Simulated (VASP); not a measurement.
# Os (Im-3m) in VASP: a series of runs, part 2 of 2

VASP 6.6.1. The steps go on from the part before.

**4. Single point, PBEsol (volume scaled by 1.04)**

INCAR

```
SYSTEM = Os
PREC = Accurate
ENCUT = 520
EDIFF = 1E-7
ISMEAR = -1
SIGMA = 0.1
LREAL = .FALSE.
LASPH = .TRUE.
NELM = 100
ALGO = Normal
ISIF = 2
LWAVE = .FALSE.
LCHARG = .FALSE.
GGA = PS
NBANDS = 10
```

KPOINTS

```
Automatic mesh
0
G
  16 16 16
  0 0 0
```

POSCAR

```
Os
1.0
   -1.5515060240      1.5515060240      1.5515060240
    1.5515060240     -1.5515060240      1.5515060240
    1.5515060240      1.5515060240     -1.5515060240
Os
1
Direct
    0.0000000000      0.0000000000      0.0000000000
```

Potentials or basis: VASP PAW PBE potentials, release 64 (Os).

Run with:

```console
$ cat potpaw_PBE.64/Os/POTCAR > POTCAR
$ mpirun -np 1 vasp_std > vasp.out
```

OUTCAR:

```text
SYSTEM = Os
   PREC = Accurate
   ENCUT = 520
   EDIFF = 1E-7
   ISMEAR = -1
   LREAL = .FALSE.
   LASPH = .TRUE.
   NELM = 100
   ISIF = 2
   GGA = PS

 ion  position               nearest neighbor table
   1  0.000  0.000  0.000-

  LATTYP: Found a body centered cubic cell.
 ALAT       =     3.1030120480

  Lattice vectors:

 A1 = (  -1.5515060240,   1.5515060240,   1.5515060240)
 A2 = (   1.5515060240,  -1.5515060240,   1.5515060240)
 A3 = (   1.5515060240,   1.5515060240,  -1.5515060240)

Analysis of symmetry for initial positions (statically):
=====================================================================
 Subroutine PRICEL returns:
 Original cell was already a primitive cell.

 Routine SETGRP: Setting up the symmetry group for a
 body centered cubic supercell.

 Subroutine GETGRP returns: Found 48 space group operations
 (whereof 48 operations were pure point group operations)
 out of a pool of 48 trial point group operations.

The static configuration has the point symmetry O_h .

Analysis of symmetry for dynamics (positions and initial velocities):
=====================================================================
 Subroutine PRICEL returns:
 Original cell was already a primitive cell.

 Routine SETGRP: Setting up the symmetry group for a
 body centered cubic supercell.

 Subroutine GETGRP returns: Found 48 space group operations
 (whereof 48 operations were pure point group operations)
 out of a pool of 48 trial point group operations.

The dynamic configuration has the point symmetry O_h .

 Subroutine INISYM returns: Found 48 space group operations
 (whereof 48 operations are pure point group operations),
 and found     1 'primitive' translations

----------------------------------------------------------------------------------------

                                     Primitive cell

  volume of cell :      14.9390

  direct lattice vectors                    reciprocal lattice vectors
    -1.551506024  1.551506024  1.551506024     0.000000000  0.322267521  0.322267521
     1.551506024 -1.551506024  1.551506024     0.322267521  0.000000000  0.322267521
     1.551506024  1.551506024 -1.551506024     0.322267521  0.322267521  0.000000000

  length of vectors
     2.687287262  2.687287262  2.687287262     0.455755099  0.455755099  0.455755099

  position of ions in fractional coordinates (direct lattice)
     0.000000000  0.000000000  0.000000000

  ion indices of the primitive-cell ions
   primitive index   ion index
                 1           1

----------------------------------------------------------------------------------------

 KPOINTS: Automatic mesh

Automatic generation of k-mesh.
 Grid dimensions read from file:
 generate k-points for:   16   16   16

 Generating k-lattice:

  Cartesian coordinates                     Fractional coordinates (reciprocal lattice)
     0.000000000  0.020141720  0.020141720     0.062500000  0.000000000  0.000000000
     0.020141720  0.000000000  0.020141720     0.000000000  0.062500000  0.000000000
     0.020141720  0.020141720  0.000000000     0.000000000  0.000000000  0.062500000

  Length of vectors
     0.028484694  0.028484694  0.028484694

  Shift w.r.t. Gamma in fractional coordinates (k-lattice)
     0.000000000  0.000000000  0.000000000

 Subroutine IBZKPT returns following result:
 ===========================================

 Found    145 irreducible k-points:

 Following reciprocal coordinates:
            Coordinates               Weight
  0.000000  0.000000  0.000000      1.000000
  0.062500  0.000000  0.000000     12.000000
  0.125000  0.000000  0.000000     12.000000
  0.187500  0.000000  0.000000     12.000000
  0.250000  0.000000  0.000000     12.000000
  0.312500  0.000000  0.000000     12.000000
[... 16 lines left out ...]
  0.187500  0.187500  0.000000     24.000000
  0.250000  0.187500  0.000000     48.000000
 [... further k-points ...]
   k-points           NKPTS =    145   k-points in BZ     NKDIM =    145   number of bands    NBANDS=     10
   number of dos      NEDOS =    301   number of ions     NIONS =      1
   total plane-waves  NPLWV =   8000
   dimension x,y,z NGX =    20 NGY =   20 NGZ =   20
   dimension x,y,z NGXF=    40 NGYF=   40 NGZF=   40
   ions per type =               1
   NGX,Y,Z   is equivalent  to a cutoff of  12.37, 12.37, 12.37 a.u.
   NGXF,Y,Z  is equivalent  to a cutoff of  24.75, 24.75, 24.75 a.u.
 SYSTEM =  Os
   PREC   = accura    normal or accurate (medium, high low for compatibility)
   ISTART =      0    job   : 0-new  1-cont  2-samecut
   ICHARG =      2    charge: 1-file 2-atom 10-const
   ISPIN  =      1    spin polarized calculation?
   LNONCOLLINEAR =      F non collinear calculations
   LSORBIT =      F    spin-orbit coupling
   LASPH  =      T    aspherical Exc in radial PAW
   ENCUT  =  520.0 eV  38.22 Ry    6.18 a.u.   5.00  5.00  5.00*2*pi/ulx,y,z
   NELM   =    100;   NELMIN=  2; NELMDL= -5     # of ELM steps
   EDIFF  = 0.1E-06   stopping-criterion for ELM
   LREAL  =      F    real-space projection
   EDIFFG = 0.1E-05   stopping-criterion for IOM
   NSW    =      0    number of steps for IOM
   IBRION =     -1    ionic relax: 0-MD 1-quasi-New 2-CG
   NFREE  =      0    steps in history (QN), initial steepest desc. (CG)
   ISIF   =      2    stress and relaxation
   ISYM   =      2    0-nonsym 1-usesym 2-fastsym
   POTIM  = 0.5000    time-step for ionic-motion
   TEBEG  =    0.0;   TEEND  =   0.0 temperature during run
   PSTRESS=    0.0 pullay stress
   NELECT =       8.0000    total number of electrons
   NUPDOWN=      -1.0000    fix difference up-down
   EMIN   =  10.00;   EMAX   =-10.00  energy-range for DOS
   EFERMI =   0.00;   METHOD = LEGACY
   ISMEAR =    -1;   SIGMA  =   0.10  broadening in eV -4-tet -1-fermi 0-gaus
   EFERMI_NEDOS =   21; number of points for ismear=-14 and -15
   IALGO  =     38    algorithm
   IMIX   =      4    mixing-type and parameters
     AMIX     =   0.40;   BMIX     =  1.00
     AMIX_MAG =   1.60;   BMIX_MAG =  1.00
  volume/ion in A,a.u.               =      14.94       100.81
  Fermi-wavevector in a.u.,A,eV,Ry     =   1.329428  2.512254 24.046635  1.767378
  Thomas-Fermi vector in A             =   2.458591
   LORBIT       =      0    0 simple, 1 ext, 2 COOP (PROOUT), +10 PAW based schemes
   GGA     = PS    functional components
   LHFCALC =     F    Hartree Fock is set to
   AEXX    =    0.0000 exact exchange contribution
   IVDW    =     0    specifies the selected vdW correction
   LEPSILON=     F    determine dielectric tensor
   LRPA    =     F    only Hartree local field effects (RPA)
 non-spin polarized calculation
  energy-cutoff  :      520.00
  volume of cell :       14.94
 maximum number of plane-waves:       420
   NGX =  9   NGY =  9   NGZ =  9

 number of electron       7.9999998 magnetization

 Free energy of the ion-electron system (eV)
  ---------------------------------------------------
  ext. energy  EPLUGINS =         0.00000000
  ---------------------------------------------------
  free energy    TOTEN  =       -11.31396820 eV

  energy without entropy =      -11.26176156  energy(sigma->0) =      -11.28786488

 E-fermi :   8.6223     XC(G=0): -13.7684

 val. band max:        8.6007360281   @ k =   0.1875   0.1250   0.0000
 cond. band min:       8.6253920135   @ k =  -0.3125   0.3125   0.2500
 fundamental gap:      0.0246559854
 Fermi energy:         8.6223112856

 k-point     1 :       0.0000    0.0000    0.0000
  band No.  band energies     occupation
      1      -2.0594      2.00000
      2       5.4023      2.00000
      3       5.4023      2.00000
      4       5.4023      2.00000
      5       8.5452      1.36768
      6       8.5452      1.36768
      7      24.8086      0.00000
      8      24.8086      0.00000
      9      24.8086      0.00000
     10      36.2530      0.00000

 k-point     2 :       0.0625    0.0000    0.0000
  band No.  band energies     occupation
      1      -1.8788      2.00000
      2       5.3110      2.00000
      3       5.3924      2.00000
      4       5.5687      2.00000
      5       8.4155      1.77563
      6       8.5509      1.34258
      7      24.9310      0.00000
      8      25.1037      0.00000
      9      25.1195      0.00000
     10      34.3821      0.00000
[... 274 lines left out ...]
 k-point    24 :       0.2500    0.1875    0.0000
  band No.  band energies     occupation
      1       2.0420      2.00000
      2       3.9390      2.00000
      3       4.7638      2.00000
      4       7.9703      1.99706
      5       9.1715      0.00820
      6      11.4638      0.00000
      7      20.0538      0.00000
      8      23.1437      0.00000
      9      25.5429      0.00000
     10      29.7270      0.00000

 [... further k-points ...]
[... 5 lines left out ...]
  --------------------------------------------------------------------------------------
  -------------------------------------------------------------------------------------
  Total       -1.2428425     -1.2428425     -1.2428425      0.0000000      0.0000000      0.0000000
  in kB     -133.2926798   -133.2926798   -133.2926798      0.0000000      0.0000000      0.0000000
  external PRESSURE =    -133.2926798 kB  Pullay stress =       0.0000000 kB

 VOLUME and BASIS-vectors are now :
 -----------------------------------------------------------------------------
  energy-cutoff  :      520.00
  volume of cell :       14.94
      direct lattice vectors                 reciprocal lattice vectors
    -1.551506024  1.551506024  1.551506024     0.000000000  0.322267521  0.322267521
     1.551506024 -1.551506024  1.551506024     0.322267521  0.000000000  0.322267521
     1.551506024  1.551506024 -1.551506024     0.322267521  0.322267521  0.000000000

 POSITION                                       TOTAL-FORCE (eV/Angst)
 -----------------------------------------------------------------------------------
      0.00000      0.00000      0.00000        -0.000000      0.000000     -0.000000
 -----------------------------------------------------------------------------------
    total drift:                                0.000000     -0.000000      0.000000

  FREE ENERGIE OF THE ION-ELECTRON SYSTEM (eV)
  ---------------------------------------------------
  free  energy   TOTEN  =       -11.3139681983 eV

  energy  without entropy=      -11.2617615613  energy(sigma->0) =      -11.28786488
```

stdout:

```text
POSCAR found type information on POSCAR Os
 POSCAR found :  1 types and       1 ions
 scaLAPACK will be used
 -----------------------------------------------------------------------------
|                                                                             |
|                                                                             |
|     You enforced a specific xc type in the INCAR file but a different       |
|     I HOPE YOU KNOW WHAT YOU ARE DOING!                                     |
|                                                                             |
 -----------------------------------------------------------------------------

 LDA part: xc-table for (Slater+PW92), standard interpolation
 POSCAR, INCAR and KPOINTS ok, starting setup
 FFT: planning ... GRIDC
 FFT: planning ... GRID_SOFT
 FFT: planning ... GRID
 WAVECAR not read
 entering main loop
```

Run time: 16 s. Hardware: 1 thread of AMD EPYC 7R43 (Zen 3), shared host; peak memory 0.1 GiB.

Results:

```yaml
Free_energy: -11.3140 eV
Pressure: -13.3 GPa
Band_gap_on_the_k_mesh: zero (band 4 reaches 10.91 eV, above the bottom of band 5 at 6.68 eV)
```

Levels at points of the mesh, in eV from the Fermi level:
```csv
k point,band 2,band 3,band 4,band 5,band 6,band 7
"(0.00, 0.00, 0.00)",-3.22,-3.22,-3.22,-0.08,-0.08,16.19
"(0.50, 0.00, 0.00)",-5.19,-0.23,-0.23,0.52,3.08,8.54
"(0.50, 0.50, 0.50)",-7.03,2.29,2.29,2.29,7.68,7.68
```

Caveat: the PAW data sets were made with another functional, which shifts forces and pressure a little; spin-orbit coupling is left out, which moves the levels of the heavy elements.

**5. The runs side by side**

```tsv
cell	gap on the mesh (eV)	pressure (GPa)
a = 2.617 Å, angles 109.5°, 1 atom	none	18.5
a = 2.652 Å, angles 109.5°, 1 atom	none	0.7
a = 2.687 Å, angles 109.5°, 1 atom	none	-13.3
```

Alike in all rows: task single point; level PBEsol; potentials or basis VASP PAW PBE potentials, release 64 (Os); no spin polarisation; k mesh 16 × 16 × 16; cutoff (eV) 520; smearing fermi-dirac 0.1 eV.

Caveats: the PAW data sets were made with another functional, which shifts forces and pressure a little; spin-orbit coupling is left out, which moves the levels of the heavy elements.

Total energies depend on the potentials used, so only differences within one code and one set of settings carry meaning.
